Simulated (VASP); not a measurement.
The system is VCd.

```
V Cd
1.0
     3.40008    0.00000    0.00000
    -1.70004    2.94455    0.00000
     0.00000    0.00000    3.31626
V Cd
1 1
Direct
  0.00000 0.00000 0.00000
  0.66667 0.33333 0.50000
```

```yaml
Program: VASP 6.6.1
Task: relaxation of cell and atoms
Functional: PBE
Potentials_or_basis: VASP PAW PBE potentials, release 64 (V_sv, Cd)
Cutoff: 600 eV
k_mesh: 6 × 6 × 6
Occupations: gaussian, width 0.1 eV
Spin: collinear spin, ferromagnetic start
Starting_moments: "[2.27, 0.0] μB"
```

At the start: pressure 29.5 GPa; volume 16.60 Å³/atom.

Task: Where does the relaxation end?

Result: Over 19 steps the energy falls by 806.5 meV/atom and the volume is 17.19 Å³/atom (+3.6 %); space group P-6m2 (No. 187, to 0.05 Å); moment 0.00 μB per cell.

Step by step:
```
step  energy change (eV)  largest force (eV/Å)  pressure (GPa)  volume (Å³)
   1              0.0000                0.0000           29.48        33.20
   2             -0.6219                0.0000           -6.95        50.05
   3             -0.7775                0.0000           -0.24        43.15
   4             -0.7780                0.0000           -0.92        43.62
   5             -0.7780                0.0000           -0.59        43.40
   6             -0.8201                0.0000           -0.66        43.03
   7             -0.9655                0.0000           -1.16        41.72
   8             -1.3974                0.0000           -3.69        38.24
   9              0.1972                0.0000           45.52        28.87
  10             -1.4178                0.0000           -6.81        37.31
  11             -1.5331                0.0000            4.31        33.32
  12             -1.6002                0.0000           -2.86        35.32
  13             -1.6100                0.0000           -1.74        34.92
  14             -1.6110                0.0000           -1.05        34.70
  15             -1.5772                0.0000            6.45        32.71
  16             -1.6127                0.0000            0.15        34.33
  17             -1.6127                0.0000            0.20        34.32
  18             -1.6122                0.0000           -0.35        34.49
  19             -1.6130                0.0000            0.00        34.38
```

Final structure:
```
V Cd
1.0
     2.83394    0.00000    0.00000
    -1.41697    2.45426    0.00000
     0.00000    0.00000    4.94322
V Cd
1 1
Direct
  0.00000 0.00000 0.00000
  0.66667 0.33333 0.50000
```
